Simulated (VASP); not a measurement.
# AlCo (Pm-3m) in VASP: a series of runs

AlCo is run at these levels: PBE+D4, r2SCAN; tasks: relaxation of cell and atoms.

All numbers are computed with VASP 6.6.1; they aren't measurements. Logs are shortened: lines on timing, memory, paths and dates and some standing lists are left out, and cuts for length are marked.

## (1) The cell of the first run

The structure is cubic, space group Pm-3m (No. 221). Conventional cell: a = 2.819 Å, b = 2.819 Å, c = 2.819 Å, α = 90.00°, β = 90.00°, γ = 90.00°. Al (site symmetry m-3m) has 8 Co at 2.44 Å and 6 Al at 2.82 Å within 3.2 Å. Within 3.2 Å of Co (site symmetry m-3m) lie 8 Al at 2.44 Å and 6 Co at 2.82 Å.

## (2) Relaxation of cell and atoms, PBE+D4, collinear spin, ferromagnetic start

File INCAR:

```
SYSTEM = AlCo
  PREC = Accurate
  ENCUT = 600
  EDIFF = 1E-6
  ISMEAR = -1
  SIGMA = 0.05
  LREAL = .False.
  LASPH = .True.
  NELM = 150
  ALGO = Normal
  ISIF = 3
  LWAVE = .False.
  LCHARG = .False.
  ISPIN = 2
  MAGMOM = 0 1.8
  LORBIT = 11
  LMAXMIX = 4
  GGA = PE
  IVDW = 13
  IBRION = 2
  NSW = 80
  EDIFFG = -0.02
```

File KPOINTS:

```
Automatic mesh
0
Gamma
  11 11 11
  0 0 0
```

File POSCAR:

```
AlCo
1.0
    2.8194032100      0.0000000000      0.0000000000
    0.0000000000      2.8194032100      0.0000000000
    0.0000000000      0.0000000000      2.8194032100
Al Co
1 1
Direct
    0.0000000000      0.0000000000      0.0000000000
    0.5000000000      0.5000000000      0.5000000000
```

Potentials or basis: VASP PAW PBE potentials, release 64 (Al, Co).

The run is started by

```bash
$ cat potpaw_PBE.64/Al/POTCAR potpaw_PBE.64/Co/POTCAR > POTCAR
$ mpirun -np 1 vasp_std > vasp.out
```

OUTCAR:

```text
SYSTEM = AlCo
   PREC = Accurate
   ENCUT = 600
   EDIFF = 1E-6
   ISMEAR = -1
   LREAL = .False.
   LASPH = .True.
   NELM = 150
   ISIF = 3
   ISPIN = 2
   LORBIT = 11
   GGA = PE
   IVDW = 13
   IBRION = 2
   NSW = 80
   EDIFFG = -0.02

 ion  position               nearest neighbor table
   1  0.000  0.000  0.000-   2 2.44   2 2.44   2 2.44   2 2.44   2 2.44   2 2.44   2 2.44   2 2.44

   2  0.500  0.500  0.500-   1 2.44   1 2.44   1 2.44   1 2.44   1 2.44   1 2.44   1 2.44   1 2.44

  LATTYP: Found a simple cubic cell.
 ALAT       =     2.8194032100

  Lattice vectors:

 A1 = (   2.8194032100,   0.0000000000,   0.0000000000)
 A2 = (   0.0000000000,   2.8194032100,   0.0000000000)
 A3 = (   0.0000000000,   0.0000000000,   2.8194032100)

Analysis of symmetry for initial positions (statically):
=====================================================================
 Subroutine PRICEL returns:
 Original cell was already a primitive cell.

 Routine SETGRP: Setting up the symmetry group for a
 simple cubic supercell.

 Subroutine GETGRP returns: Found 48 space group operations
 (whereof 48 operations were pure point group operations)
 out of a pool of 48 trial point group operations.

The static configuration has the point symmetry O_h .

Analysis of symmetry for dynamics (positions and initial velocities):
=====================================================================
 Subroutine PRICEL returns:
 Original cell was already a primitive cell.

 Routine SETGRP: Setting up the symmetry group for a
 simple cubic supercell.

 Subroutine GETGRP returns: Found 48 space group operations
 (whereof 48 operations were pure point group operations)
 out of a pool of 48 trial point group operations.

The dynamic configuration has the point symmetry O_h .

Analysis of structural, dynamic, and magnetic symmetry:
=====================================================================
 Subroutine PRICEL returns:
 Original cell was already a primitive cell.

 Routine SETGRP: Setting up the symmetry group for a
 simple cubic supercell.

 Subroutine GETGRP returns: Found 48 space group operations
 (whereof 48 operations were pure point group operations)
 out of a pool of 48 trial point group operations.

The overall configuration has the point symmetry O_h .

 Subroutine INISYM returns: Found 48 space group operations
 (whereof 48 operations are pure point group operations),
 and found     1 'primitive' translations

----------------------------------------------------------------------------------------

                                     Primitive cell

  volume of cell :      22.4115

  direct lattice vectors                    reciprocal lattice vectors
     2.819403210  0.000000000  0.000000000     0.354684990  0.000000000  0.000000000
     0.000000000  2.819403210  0.000000000     0.000000000  0.354684990  0.000000000
     0.000000000  0.000000000  2.819403210     0.000000000  0.000000000  0.354684990

  length of vectors
     2.819403210  2.819403210  2.819403210     0.354684990  0.354684990  0.354684990

  position of ions in fractional coordinates (direct lattice)
     0.000000000  0.000000000  0.000000000
     0.500000000  0.500000000  0.500000000

  ion indices of the primitive-cell ions
   primitive index   ion index
                 1           1
                 2           2

----------------------------------------------------------------------------------------

 KPOINTS: Automatic mesh

Automatic generation of k-mesh.
 Grid dimensions read from file:
 generate k-points for:   11   11   11

 Generating k-lattice:

  Cartesian coordinates                     Fractional coordinates (reciprocal lattice)
     0.032244090  0.000000000  0.000000000     0.090909091  0.000000000  0.000000000
     0.000000000  0.032244090  0.000000000     0.000000000  0.090909091  0.000000000
     0.000000000  0.000000000  0.032244090     0.000000000  0.000000000  0.090909091

  Length of vectors
     0.032244090  0.032244090  0.032244090

  Shift w.r.t. Gamma in fractional coordinates (k-lattice)
     0.000000000  0.000000000  0.000000000

 Subroutine IBZKPT returns following result:
 ===========================================

 Found     56 irreducible k-points:

 Following reciprocal coordinates:
            Coordinates               Weight
  0.000000  0.000000  0.000000      1.000000
  0.090909  0.000000  0.000000      6.000000
  0.181818  0.000000  0.000000      6.000000
  0.272727  0.000000  0.000000      6.000000
  0.363636  0.000000  0.000000      6.000000
  0.454545  0.000000  0.000000      6.000000
[... 16 lines left out ...]
  0.181818  0.090909  0.090909     24.000000
  0.272727  0.090909  0.090909     24.000000
 [... further k-points ...]
   k-points           NKPTS =     56   k-points in BZ     NKDIM =     56   number of bands    NBANDS=     11
   number of dos      NEDOS =    301   number of ions     NIONS =      2
   total plane-waves  NPLWV =  13824
   dimension x,y,z NGX =    24 NGY =   24 NGZ =   24
   dimension x,y,z NGXF=    48 NGYF=   48 NGZF=   48
   ions per type =               1   1
   NGX,Y,Z   is equivalent  to a cutoff of  14.15, 14.15, 14.15 a.u.
   NGXF,Y,Z  is equivalent  to a cutoff of  28.30, 28.30, 28.30 a.u.
 SYSTEM =  AlCo
   PREC   = accura    normal or accurate (medium, high low for compatibility)
   ISTART =      0    job   : 0-new  1-cont  2-samecut
   ICHARG =      2    charge: 1-file 2-atom 10-const
   ISPIN  =      2    spin polarized calculation?
   LNONCOLLINEAR =      F non collinear calculations
   LSORBIT =      F    spin-orbit coupling
   LASPH  =      T    aspherical Exc in radial PAW
   ENCUT  =  600.0 eV  44.10 Ry    6.64 a.u.   5.63  5.63  5.63*2*pi/ulx,y,z
   NELM   =    150;   NELMIN=  2; NELMDL= -5     # of ELM steps
   EDIFF  = 0.1E-05   stopping-criterion for ELM
   LREAL  =      F    real-space projection
   EDIFFG = -.2E-01   stopping-criterion for IOM
   NSW    =     80    number of steps for IOM
   IBRION =      2    ionic relax: 0-MD 1-quasi-New 2-CG
   NFREE  =      1    steps in history (QN), initial steepest desc. (CG)
   ISIF   =      3    stress and relaxation
   ISYM   =      2    0-nonsym 1-usesym 2-fastsym
   POTIM  = 0.5000    time-step for ionic-motion
   TEBEG  =    0.0;   TEEND  =   0.0 temperature during run
   PSTRESS=    0.0 pullay stress
   NELECT =      12.0000    total number of electrons
   NUPDOWN=      -1.0000    fix difference up-down
   EMIN   =  10.00;   EMAX   =-10.00  energy-range for DOS
   EFERMI =   0.00;   METHOD = LEGACY
   ISMEAR =    -1;   SIGMA  =   0.05  broadening in eV -4-tet -1-fermi 0-gaus
   EFERMI_NEDOS =   21; number of points for ismear=-14 and -15
   IALGO  =     38    algorithm
   IMIX   =      4    mixing-type and parameters
     AMIX     =   0.40;   BMIX     =  1.00
     AMIX_MAG =   1.60;   BMIX_MAG =  1.00
  volume/ion in A,a.u.               =      11.21        75.62
  Fermi-wavevector in a.u.,A,eV,Ry     =   1.329366  2.512138 24.044423  1.767215
  Thomas-Fermi vector in A             =   2.458534
   LORBIT       =     11    0 simple, 1 ext, 2 COOP (PROOUT), +10 PAW based schemes
   GGA     = PE    functional components
   LHFCALC =     F    Hartree Fock is set to
   AEXX    =    0.0000 exact exchange contribution
   IVDW    =    13    specifies the selected vdW correction
   LEPSILON=     F    determine dielectric tensor
   LRPA    =     F    only Hartree local field effects (RPA)
 conjugate gradient relaxation of ions
 spin polarized calculation
  energy-cutoff  :      600.00
  volume of cell :       22.41
 maximum number of plane-waves:       759
 NGX is ok and might be reduce to    24
   NGX = 11   NGY = 11   NGZ = 11

--------------------------------------- Ionic step        1  -------------------------------------------

 number of electron      11.9999996 magnetization      -0.0063400

 number of electron      11.9999996 magnetization       0.0000094

 Free energy of the ion-electron system (eV)
  ---------------------------------------------------
  ext. energy  EPLUGINS =         0.00000000
  ---------------------------------------------------
  free energy    TOTEN  =       -11.97460080 eV

  energy without entropy =      -11.96664248  energy(sigma->0) =      -11.97062164

------------------------ aborting loop because EDIFF is reached ----------------------------------------

  DFT-D4 for vdW energy calculation

  Edisp (eV):   -0.90577

  FORCE on cell =-STRESS in cart. coord.  units (eV):
  Direction    XX          YY          ZZ          XY          YZ          ZX
  --------------------------------------------------------------------------------------
  -------------------------------------------------------------------------------------
  Total       0.10216     0.10216     0.10216     0.00000     0.00000    -0.00000
  in kB       7.30365     7.30365     7.30365     0.00000     0.00000    -0.00000
  external pressure =        7.30 kB  Pullay stress =        0.00 kB

 VOLUME and BASIS-vectors are now :
 -----------------------------------------------------------------------------
  energy-cutoff  :      600.00
  volume of cell :       22.41
      direct lattice vectors                 reciprocal lattice vectors
     2.819403210  0.000000000  0.000000000     0.354684990  0.000000000  0.000000000
     0.000000000  2.819403210  0.000000000     0.000000000  0.354684990  0.000000000
     0.000000000  0.000000000  2.819403210     0.000000000  0.000000000  0.354684990
[... 50 lines left out ...]
  FREE ENERGIE OF THE ION-ELECTRON SYSTEM (eV)
  ---------------------------------------------------
  free  energy   TOTEN  =       -12.8801255739 eV

  energy  without entropy=      -12.8720572432  energy(sigma->0) =      -12.87609141

--------------------------------------- Ionic step        3  -------------------------------------------

 number of electron      11.9999996 magnetization       0.0000015

 number of electron      11.9999996 magnetization      -0.0000034

 Free energy of the ion-electron system (eV)
  ---------------------------------------------------
  ext. energy  EPLUGINS =         0.00000000
  ---------------------------------------------------
  free energy    TOTEN  =       -11.97678206 eV

  energy without entropy =      -11.96878836  energy(sigma->0) =      -11.97278521

 E-fermi :  10.9894     XC(G=0): -12.4113

 val. band max:       10.8427895861   @ k =   0.4545   0.4545   0.0909
 cond. band min:      10.9902172422   @ k =   0.4545   0.4545   0.2727
 fundamental gap:      0.1474276561
 Fermi energy:        10.9893742160

 spin component 1

 k-point     1 :       0.0000    0.0000    0.0000
  band No.  band energies     occupation
      1      -0.2978      1.00000
      2       7.8843      1.00000
      3       7.8843      1.00000
      4      10.1014      1.00000
      5      10.1014      1.00000
      6      10.1014      1.00000
      7      17.0995      0.00000
      8      17.0995      0.00000
      9      17.0995      0.00000
     10      19.8389      0.00000
     11      19.8389      0.00000

 k-point     2 :       0.0909    0.0000    0.0000
  band No.  band energies     occupation
      1      -0.1378      1.00000
      2       7.8679      1.00000
      3       7.9294      1.00000
      4      10.0151      1.00000
      5      10.0151      1.00000
      6      10.1106      1.00000
      7      15.7388      0.00000
      8      17.3218      0.00000
      9      17.3218      0.00000
     10      19.8134      0.00000
     11      21.0891      0.00000
[... 295 lines left out ...]
 k-point    24 :       0.2727    0.0909    0.0909
  band No.  band energies     occupation
      1       1.4148      1.00000
      2       7.4176      1.00000
      3       8.2363      1.00000
      4       9.4323      1.00000
      5       9.4767      1.00000
      6      10.0075      1.00000
      7      12.4748      0.00000
      8      17.0516      0.00000
      9      17.9713      0.00000
     10      21.6963      0.00000
     11      25.1454      0.00000

 [... further k-points ...]

 spin component 2

 k-point     1 :       0.0000    0.0000    0.0000
  band No.  band energies     occupation
      1      -0.2978      1.00000
      2       7.8843      1.00000
      3       7.8843      1.00000
      4      10.1014      1.00000
      5      10.1014      1.00000
      6      10.1014      1.00000
      7      17.0995      0.00000
      8      17.0995      0.00000
      9      17.0995      0.00000
     10      19.8389      0.00000
     11      19.8389      0.00000

 k-point     2 :       0.0909    0.0000    0.0000
  band No.  band energies     occupation
      1      -0.1378      1.00000
      2       7.8679      1.00000
      3       7.9294      1.00000
      4      10.0151      1.00000
      5      10.0151      1.00000
      6      10.1106      1.00000
      7      15.7388      0.00000
      8      17.3218      0.00000
      9      17.3218      0.00000
     10      19.8134      0.00000
     11      21.0891      0.00000
[... 334 lines left out ...]
 POSITION                                       TOTAL-FORCE (eV/Angst)
 -----------------------------------------------------------------------------------
      0.00000      0.00000      0.00000        -0.000000      0.000000      0.000000
      1.41087      1.41087      1.41087         0.000000     -0.000000      0.000000
 -----------------------------------------------------------------------------------
    total drift:                                0.000000     -0.000000     -0.000000

  FREE ENERGIE OF THE ION-ELECTRON SYSTEM (eV)
  ---------------------------------------------------
  free  energy   TOTEN  =       -12.8804455848 eV

  energy  without entropy=      -12.8724518778  energy(sigma->0) =      -12.87644873

 reached required accuracy - stopping structural energy minimisation

 total charge

# of ion       s       p       d       tot
------------------------------------------
    1        0.398   0.442   0.000   0.840
    2        0.445   0.533   7.529   8.508
--------------------------------------------------
tot          0.844   0.975   7.529   9.348

 magnetization (x)

# of ion       s       p       d       tot
------------------------------------------
    1       -0.000  -0.000   0.000  -0.000
    2        0.000   0.000   0.000   0.000
--------------------------------------------------
tot         -0.000   0.000   0.000   0.000
```

Run time: 46 s. Hardware: 1 thread of Intel Xeon Platinum 8259CL at 2.50GHz (Skylake/Cascade Lake), shared host; peak memory 0.17 GiB.

What came out:

* Free energy: -12.8804 eV
* Relaxed volume: 11.23 Å³/atom
* Relaxed cell: a = 2.822 Å, b = 2.822 Å, c = 2.822 Å, α = 90.00°, β = 90.00°, γ = 90.00°
* Space group after relaxing (to 0.05 Å): Pm-3m (No. 221)
* Energy gained by relaxing: 0.0 meV/atom
* Ionic steps: 3
* Pressure after relaxing: 0.0 GPa
* Band gap on the k mesh: zero (filled and empty bands overlap)
* Net moment: 0.00 μB per cell
* Valence electrons inside the program's atomic spheres: Al 0.84; Co 8.51
* Dispersion energy per atom: -0.452 eV

Final structure:
```yaml
crystal:
  lattice:
    - [2.82174, 0.00000, 0.00000]
    - [0.00000, 2.82174, 0.00000]
    - [0.00000, 0.00000, 2.82174]
  atoms:
    - { symbol: Al, position: [0.00000, 0.00000, 0.00000] }
    - { symbol: Co, position: [0.50000, 0.50000, 0.50000] }
```

Levels at points of the mesh, in eV from the Fermi level:
Spin up:
| k point | band 4 | band 5 | band 6 | band 7 | band 8 | band 9 |
| --- | --- | --- | --- | --- | --- | --- |
| (0.00, 0.00, 0.00) | -0.89 | -0.89 | -0.89 | 6.11 | 6.11 | 6.11 |
Spin down:
```csv
k point,band 3,band 4,band 5,band 6,band 7,band 8,band 9,band 10
"(0.00, 0.00, 0.00)",-3.11,-0.89,-0.89,-0.89,6.11,6.11,6.11,8.85
```

Caveat: the starting moments collapsed, and a magnetic state may lie lower; pairwise dispersion overbinds metals, which lowers pressure and volume.

## (3) Relaxation of cell and atoms, r2SCAN, collinear spin, ferromagnetic start

POSCAR is that of step 2.

File INCAR.step1:

```
PREC     = Accurate       # precision mode
ENCUT    = 600            # plane-wave cutoff, eV
ISMEAR   = -1             # smearing method
SIGMA    = 0.05           # smearing width, eV
LREAL    = F              # projectors in reciprocal space
LASPH    = T              # aspherical terms in the spheres
NELM     = 150            # most SCF steps
ISPIN    = 2              # spin polarisation
MAGMOM   = 0 1.8          # initial moments
LMAXMIX  = 4              # l up to which the mixer works
GGA      = PE             # functional
ALGO     = Normal         # electronic algorithm
EDIFF    = 1E-4           # SCF threshold, eV
LWAVE    = T              # write WAVECAR
LCHARG   = F              # write CHGCAR
```

File INCAR.step2:

```
PREC     = Accurate       # precision mode
ENCUT    = 600            # plane-wave cutoff, eV
EDIFF    = 1E-7           # SCF threshold, eV
ISMEAR   = -1             # smearing method
SIGMA    = 0.05           # smearing width, eV
LREAL    = F              # projectors in reciprocal space
LASPH    = T              # aspherical terms in the spheres
NELM     = 150            # most SCF steps
ALGO     = Normal         # electronic algorithm
ISIF     = 3              # what is computed and relaxed
LWAVE    = F              # write WAVECAR
LCHARG   = F              # write CHGCAR
ISPIN    = 2              # spin polarisation
MAGMOM   = 0 1.8          # initial moments
LORBIT   = 11             # projections on sites
LMAXMIX  = 4              # l up to which the mixer works
METAGGA  = R2SCAN         # meta-GGA
LMIXTAU  = T            
IBRION   = 2              # ionic algorithm
NSW      = 80             # ionic steps
EDIFFG   = -0.02          # ionic threshold
ISTART   = 1
```

File KPOINTS:

```
Automatic mesh
0
Gamma
  11 11 11
```

Potentials or basis: VASP PAW PBE potentials, release 64 (Al, Co).

The run is started by

```bash
$ cat potpaw_PBE.64/Al/POTCAR potpaw_PBE.64/Co/POTCAR > POTCAR
$ cp INCAR.step1 INCAR
$ mpirun -np 1 vasp_std > vasp.out
$ cp INCAR.step2 INCAR
$ mpirun -np 1 vasp_std > vasp.out
```

It took 3.4 min on 1 thread of Intel Xeon Platinum 8259CL at 2.50GHz (Skylake/Cascade Lake), shared host; peak memory 0.18 GiB.

The run converged. Its results:

- Free energy: -21.0811 eV
- Relaxed volume: 11.23 Å³/atom
- Relaxed cell: a = 2.822 Å, b = 2.822 Å, c = 2.822 Å, α = 90.00°, β = 90.00°, γ = 90.00°
- Space group after relaxing (to 0.05 Å): Pm-3m (No. 221)
- Energy gained by relaxing: 0.0 meV/atom
- Ionic steps: 3
- Pressure after relaxing: 0.0 GPa
- Band gap on the k mesh: zero (filled and empty bands overlap)
- Net moment: 0.00 μB per cell
- Valence electrons inside the program's atomic spheres: Al 0.85; Co 8.55

Final structure:
```yaml
crystal:
  lattice:
    - [2.82153, 0.00000, 0.00000]
    - [0.00000, 2.82153, 0.00000]
    - [0.00000, 0.00000, 2.82153]
  atoms:
    - { symbol: Al, position: [0.00000, 0.00000, 0.00000] }
    - { symbol: Co, position: [0.50000, 0.50000, 0.50000] }
```

Levels at points of the mesh, in eV from the Fermi level:
Spin up:
```tsv
k point	band 3	band 4	band 5	band 6	band 7	band 8	band 9	band 10
(0.00, 0.00, 0.00)	-3.19	-1.11	-1.11	-1.11	6.49	6.49	6.49	9.13
```
Spin down:
```tsv
k point	band 3	band 4	band 5	band 6	band 7	band 8	band 9	band 10
(0.00, 0.00, 0.00)	-3.20	-1.11	-1.11	-1.11	6.49	6.49	6.49	9.13
```

Caveat: the starting moments collapsed, and a magnetic state may lie lower; the PAW data sets were made with another functional, which shifts forces and pressure a little.
